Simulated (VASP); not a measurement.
# C (P6_3/mmc) in VASP: relaxation of cell and atoms with revPBE

Aim: the relaxation of cell and atoms of C with revPBE.

All numbers are computed with VASP 6.6.1; they aren't measurements. Logs are shortened: lines on timing, memory, paths and dates and some standing lists are left out, and cuts for length are marked.

## 1. The cell of the first run

It takes space group P6_3/mmc (No. 194, hexagonal). The conventional cell has a = 2.464 Å, b = 2.464 Å, c = 6.711 Å, α = 90.00°, β = 90.00°, γ = 120.00°. Within 1.9 Å of C (site symmetry -6m2) lie 3 C at 1.42 Å. C (site symmetry -6m2) has 3 C at 1.42 Å within 1.9 Å.

## 2. Relaxation of cell and atoms, revPBE

INCAR

```
  PREC = Accurate
  ENCUT = 1300
  EDIFF = 1E-7
  ISMEAR = -1
  SIGMA = 0.05
  LREAL = F
  LASPH = T
  NELM = 120
  ALGO = Normal
  ISIF = 3
  LWAVE = F
  LCHARG = F
  GGA = RE
  IBRION = 2
  NSW = 80
  EDIFFG = -0.01
  GGA_COMPAT = F
  NELMIN = 4
```

KPOINTS

```
regular mesh
0
Gamma
  8 8 3
```

POSCAR

```
C
1.0
    2.4640014744      0.0000000000      0.0000000000
   -1.2320007372      2.1338878718      0.0000000000
    0.0000000000      0.0000000000      6.7110000000
C
4
Direct
    0.0000000000      0.0000000000      0.2500000000
    0.0000000000      0.0000000000      0.7500000000
    0.3333333333      0.6666666667      0.2500000000
    0.6666666667      0.3333333333      0.7500000000
```

Potentials or basis: VASP PAW PBE potentials, release 64 (C_h).

Launch:

```sh
> cat potpaw_PBE.64/C_h/POTCAR > POTCAR
> mpirun -np 1 vasp_std > vasp.out
```

OUTCAR:

```text
PREC = Accurate
   ENCUT = 1300
   EDIFF = 1E-7
   ISMEAR = -1
   LREAL = F
   LASPH = T
   NELM = 120
   ISIF = 3
   GGA = RE
   IBRION = 2
   NSW = 80
   EDIFFG = -0.01
   NELMIN = 4

 ion  position               nearest neighbor table
   1  0.000  0.000  0.250-   3 1.42   3 1.42   3 1.42
   2  0.000  0.000  0.750-   4 1.42   4 1.42   4 1.42
   3  0.333  0.667  0.250-   1 1.42   1 1.42   1 1.42
   4  0.667  0.333  0.750-   2 1.42   2 1.42   2 1.42

  LATTYP: Found a hexagonal cell.
 ALAT       =     2.4640014744
 C/A-ratio  =     2.7236185001

  Lattice vectors:

 A1 = (   2.4640014744,   0.0000000000,   0.0000000000)
 A2 = (  -1.2320007372,   2.1338878718,   0.0000000000)
 A3 = (   0.0000000000,   0.0000000000,   6.7110000000)

Analysis of symmetry for initial positions (statically):
=====================================================================
 Subroutine PRICEL returns:
 Original cell was already a primitive cell.

 Routine SETGRP: Setting up the symmetry group for a
 hexagonal supercell.

 Subroutine GETGRP returns: Found 24 space group operations
 (whereof 12 operations were pure point group operations)
 out of a pool of 24 trial point group operations.

The static configuration has the point symmetry D_3d.
 The point group associated with its full space group is D_6h.

Analysis of symmetry for dynamics (positions and initial velocities):
=====================================================================
 Subroutine PRICEL returns:
 Original cell was already a primitive cell.

 Routine SETGRP: Setting up the symmetry group for a
 hexagonal supercell.

 Subroutine GETGRP returns: Found 24 space group operations
 (whereof 12 operations were pure point group operations)
 out of a pool of 24 trial point group operations.

The dynamic configuration has the point symmetry D_3d.
 The point group associated with its full space group is D_6h.

 Subroutine INISYM returns: Found 24 space group operations
 (whereof 12 operations are pure point group operations),
 and found     1 'primitive' translations

----------------------------------------------------------------------------------------

                                     Primitive cell

  volume of cell :      35.2858

  direct lattice vectors                    reciprocal lattice vectors
     2.464001474  0.000000000  0.000000000     0.405843913  0.234314092  0.000000000
    -1.232000737  2.133887872  0.000000000     0.000000000  0.468628185  0.000000000
     0.000000000  0.000000000  6.711000000     0.000000000  0.000000000  0.149009090

  length of vectors
     2.464001474  2.464001474  6.711000000     0.468628185  0.468628185  0.149009090

  position of ions in fractional coordinates (direct lattice)
     0.000000000  0.000000000  0.250000000
     0.000000000  0.000000000  0.750000000
     0.333333333  0.666666667  0.250000000
     0.666666667  0.333333333  0.750000000

  ion indices of the primitive-cell ions
   primitive index   ion index
                 1           1
                 2           2
                 3           3
                 4           4

----------------------------------------------------------------------------------------

 KPOINTS: regular mesh

Automatic generation of k-mesh.
 Grid dimensions read from file:
 generate k-points for:    8    8    3

 Generating k-lattice:

  Cartesian coordinates                     Fractional coordinates (reciprocal lattice)
     0.050730489  0.029289262  0.000000000     0.125000000  0.000000000  0.000000000
     0.000000000  0.058578523  0.000000000     0.000000000  0.125000000  0.000000000
     0.000000000  0.000000000  0.049669697     0.000000000  0.000000000  0.333333333

  Length of vectors
     0.058578523  0.058578523  0.049669697

  Shift w.r.t. Gamma in fractional coordinates (k-lattice)
     0.000000000  0.000000000  0.000000000

 Subroutine IBZKPT returns following result:
 ===========================================

 Found     20 irreducible k-points:

 Following reciprocal coordinates:
            Coordinates               Weight
  0.000000  0.000000  0.000000      1.000000
  0.125000  0.000000  0.000000      6.000000
  0.250000  0.000000  0.000000      6.000000
  0.375000  0.000000  0.000000      6.000000
  0.500000  0.000000  0.000000      3.000000
  0.125000  0.125000  0.000000      6.000000
[... 12 lines left out ...]
  0.250000  0.250000  0.333333     12.000000
  0.375000  0.250000  0.333333     12.000000
   k-points           NKPTS =     20   k-points in BZ     NKDIM =     20   number of bands    NBANDS=     12
   number of dos      NEDOS =    301   number of ions     NIONS =      4
   total plane-waves  NPLWV =  72000
   dimension x,y,z NGX =    30 NGY =   30 NGZ =   80
   dimension x,y,z NGXF=    60 NGYF=   60 NGZF=  160
   ions per type =               4
   NGX,Y,Z   is equivalent  to a cutoff of  20.24, 20.24, 19.82 a.u.
   NGXF,Y,Z  is equivalent  to a cutoff of  40.48, 40.48, 39.64 a.u.
 SYSTEM =  unknown system
   PREC   = accura    normal or accurate (medium, high low for compatibility)
   ISTART =      0    job   : 0-new  1-cont  2-samecut
   ICHARG =      2    charge: 1-file 2-atom 10-const
   ISPIN  =      1    spin polarized calculation?
   LNONCOLLINEAR =      F non collinear calculations
   LSORBIT =      F    spin-orbit coupling
   LASPH  =      T    aspherical Exc in radial PAW
   ENCUT  = 1300.0 eV  95.55 Ry    9.77 a.u.   7.24  7.24 19.73*2*pi/ulx,y,z
   NELM   =    120;   NELMIN=  4; NELMDL= -5     # of ELM steps
   EDIFF  = 0.1E-06   stopping-criterion for ELM
   LREAL  =      F    real-space projection
   EDIFFG = -.1E-01   stopping-criterion for IOM
   NSW    =     80    number of steps for IOM
   IBRION =      2    ionic relax: 0-MD 1-quasi-New 2-CG
   NFREE  =      1    steps in history (QN), initial steepest desc. (CG)
   ISIF   =      3    stress and relaxation
   ISYM   =      2    0-nonsym 1-usesym 2-fastsym
   POTIM  = 0.5000    time-step for ionic-motion
   TEBEG  =    0.0;   TEEND  =   0.0 temperature during run
   PSTRESS=    0.0 pullay stress
   NELECT =      16.0000    total number of electrons
   NUPDOWN=      -1.0000    fix difference up-down
   EMIN   =  10.00;   EMAX   =-10.00  energy-range for DOS
   EFERMI =   0.00;   METHOD = LEGACY
   ISMEAR =    -1;   SIGMA  =   0.05  broadening in eV -4-tet -1-fermi 0-gaus
   EFERMI_NEDOS =   21; number of points for ismear=-14 and -15
   IALGO  =     38    algorithm
   IMIX   =      4    mixing-type and parameters
     AMIX     =   0.40;   BMIX     =  1.00
     AMIX_MAG =   1.60;   BMIX_MAG =  1.00
  volume/ion in A,a.u.               =       8.82        59.53
  Fermi-wavevector in a.u.,A,eV,Ry     =   1.257713  2.376733 21.522268  1.581842
  Thomas-Fermi vector in A             =   2.391358
   LORBIT       =      0    0 simple, 1 ext, 2 COOP (PROOUT), +10 PAW based schemes
   GGA     = RE    functional components
   LHFCALC =     F    Hartree Fock is set to
   AEXX    =    0.0000 exact exchange contribution
   IVDW    =     0    specifies the selected vdW correction
   LEPSILON=     F    determine dielectric tensor
   LRPA    =     F    only Hartree local field effects (RPA)
 conjugate gradient relaxation of ions
 non-spin polarized calculation
  energy-cutoff  :     1300.00
  volume of cell :       35.29
 maximum number of plane-waves:      3774
 NGX is ok and might be reduce to    30
   NGX = 15   NGY = 15   NGZ = 39

--------------------------------------- Ionic step        1  -------------------------------------------

 number of electron      16.0000000 magnetization

 Free energy of the ion-electron system (eV)
  ---------------------------------------------------
  ext. energy  EPLUGINS =         0.00000000
  ---------------------------------------------------
  free energy    TOTEN  =       -35.44948776 eV

  energy without entropy =      -35.44948776  energy(sigma->0) =      -35.44948776

------------------------ aborting loop because EDIFF is reached ----------------------------------------

  FORCE on cell =-STRESS in cart. coord.  units (eV):
  Direction    XX          YY          ZZ          XY          YZ          ZX
  --------------------------------------------------------------------------------------
  -------------------------------------------------------------------------------------
  Total        0.9404391      0.9404391      1.0865733     -0.0000000      0.0000000      0.0000000
  in kB       42.7013348     42.7013348     49.3366668     -0.0000000      0.0000000      0.0000000
  external PRESSURE =      44.9131121 kB  Pullay stress =       0.0000000 kB
[... 700 lines left out ...]
 k-point    20 :       0.3750    0.2500    0.3333
  band No.  band energies     occupation
      1      -8.5962      2.00000
      2      -8.5708      2.00000
      3      -7.6731      2.00000
      4      -7.6626      2.00000
      5      -4.9229      2.00000
      6      -4.8988      2.00000
      7       3.6412      2.00000
      8       3.8512      2.00000
      9       5.7088      0.00000
     10       5.7384      0.00000
     11      15.5350      0.00000
     12      15.5625      0.00000

[... ionic steps 4 to 12 ...]

--------------------------------------- Ionic step       13  -------------------------------------------

 number of electron      16.0000000 magnetization

------------------------ aborting loop because EDIFF is reached ----------------------------------------

  FORCE on cell =-STRESS in cart. coord.  units (eV):
  Direction    XX          YY          ZZ          XY          YZ          ZX
  --------------------------------------------------------------------------------------
  -------------------------------------------------------------------------------------
  Total       -0.1638409     -0.1638409      0.0118013      0.0000000     -0.0000000      0.0000000
  in kB       -5.6609437     -5.6609437      0.4077507      0.0000000     -0.0000000      0.0000000
  external PRESSURE =      -3.6380456 kB  Pullay stress =       0.0000000 kB
[... 61 lines left out ...]
  energy  without entropy=      -35.5709314168  energy(sigma->0) =      -35.57093142

--------------------------------------- Ionic step       15  -------------------------------------------

 number of electron      16.0000000 magnetization

 Free energy of the ion-electron system (eV)
  ---------------------------------------------------
  ext. energy  EPLUGINS =         0.00000000
  ---------------------------------------------------
  free energy    TOTEN  =       -35.57105565 eV

  energy without entropy =      -35.57105565  energy(sigma->0) =      -35.57105565

 E-fermi :   3.2316     XC(G=0):  -8.3570

 val. band max:        2.2962998323   @ k =   0.3750   0.2500   0.0000
 cond. band min:       4.2080336643   @ k =   0.3750   0.2500   0.3333
 fundamental gap:      1.9117338321
 Fermi energy:         3.2316357502

 k-point     1 :       0.0000    0.0000    0.0000
  band No.  band energies     occupation
      1     -16.2664      2.00000
      2     -16.2403      2.00000
      3      -4.4740      2.00000
      4      -4.0905      2.00000
      5       0.2103      2.00000
      6       0.2103      2.00000
      7       0.2110      2.00000
      8       0.2110      2.00000
      9       6.6068      0.00000
     10       9.7256      0.00000
     11      11.5210      0.00000
     12      11.5210      0.00000
[... 314 lines left out ...]
  FREE ENERGIE OF THE ION-ELECTRON SYSTEM (eV)
  ---------------------------------------------------
  free  energy   TOTEN  =       -35.5710556478 eV

  energy  without entropy=      -35.5710556452  energy(sigma->0) =      -35.57105565

 reached required accuracy - stopping structural energy minimisation
```

Run time: 2.8 min. Hardware: 1 thread of Intel Xeon 6975P-C (Granite Rapids), shared host; peak memory 0.25 GiB.

Results:

```yaml
Free_energy: -35.5711 eV
Relaxed_volume: 11.60 Å³/atom
Relaxed_cell: a = 2.474 Å, b = 2.474 Å, c = 8.757 Å, α = 90.00°, β = 90.00°, γ = 120.00°
Space_group_after_relaxing_to_0.1_Å: P6_3/mmc (No. 194)
Energy_gained_by_relaxing: 30.4 meV/atom
Ionic_steps: 15
Pressure_after_relaxing: 0.0 GPa
```

The path:
```tsv
step	energy change (eV)	largest force (eV/Å)	pressure (GPa)	volume (Å³)
1	0.0000	0.0000	4.49	35.29
2	-0.0005	0.0000	-4.58	36.56
3	-0.0089	0.0000	-0.24	35.93
4	-0.0270	0.0000	-0.18	36.57
5	-0.0671	0.0000	0.12	38.51
6	-0.1085	0.0000	0.91	42.37
7	-0.1017	0.0000	1.96	50.01
8	-0.1194	0.0000	1.43	45.18
9	-0.0199	0.0000	-10.99	49.54
10	-0.1209	0.0000	-0.15	45.65
11	-0.1209	0.0000	-0.10	45.64
12	-0.1213	0.0000	-0.24	46.02
13	-0.1214	0.0000	-0.36	46.37
14	-0.1214	0.0000	0.43	46.44
15	-0.1216	0.0000	0.03	46.40
```

Final structure:
```xyz
4
Lattice="2.4736 0.0000 0.0000 -1.2368 2.1422 0.0000 0.0000 0.0000 8.7572" Properties=species:S:1:pos:R:3 pbc="T T T"
C     0.0000    0.0000    2.1893
C     0.0000    0.0000    6.5679
C     0.0000    1.4281    2.1893
C     1.2368    0.7141    6.5679
```

Caveat: the volume moved by over 15 % at a fixed basis, so the end points are rough; this functional lacks dispersion, which binds layers or chains, so the pressure and a relaxed spacing across them are unreliable; the PAW data sets were made with another functional, which shifts forces and pressure a little. Zero-point motion and thermal expansion aren't in these numbers.
